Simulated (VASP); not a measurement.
# PtSe2: single point with PBEsol

PtSe2:

```xyz
3
Lattice="0.0000 3.1001 3.1001 3.1001 0.0000 3.1001 3.1001 3.1001 0.0000" Properties=species:S:1:pos:R:3 pbc="T T T"
Pt    0.0000    0.0000    0.0000
Se    1.5500    1.5500    1.5500
Se    4.6501    4.6501    4.6501
```

| Property | Result |
| --- | --- |
| Program | VASP 6.6.1 |
| Task | single point |
| Functional | PBEsol |
| Potentials or basis | VASP PAW PBE potentials, release 64 (Pt, Se) |
| Cutoff | 520 eV |
| k mesh | 6 × 6 × 6 |
| Occupations | fermi-dirac, width 0.03 eV |
| Spin | no spin polarisation |

```yaml
Pressure: 0.0 GPa
Band_gap_on_the_k_mesh: zero (bands 11 and 12 overlap by 0.51 eV)
```

Levels at points of the mesh, in eV from the Fermi level:
| k point | band 9 | band 10 | band 11 | band 12 | band 13 | band 14 |
| --- | --- | --- | --- | --- | --- | --- |
| (0.00, 0.00, 0.00) | -1.39 | -1.39 | 0.05 | 0.05 | 0.05 | 1.67 |
| (0.50, 0.00, 0.00) | -3.97 | -3.93 | -2.62 | 0.18 | 0.18 | 4.45 |
| (0.50, 0.50, 0.00) | -3.80 | -2.81 | 0.50 | 1.36 | 1.36 | 1.62 |

It took 20 s on 1 thread of Intel Xeon 8259CL, on a shared host, peak memory 0.2 GiB.

Caveat: the PAW data sets were made with another functional, which shifts forces and pressure a little; spin-orbit coupling is left out, which moves the levels of the heavy elements.
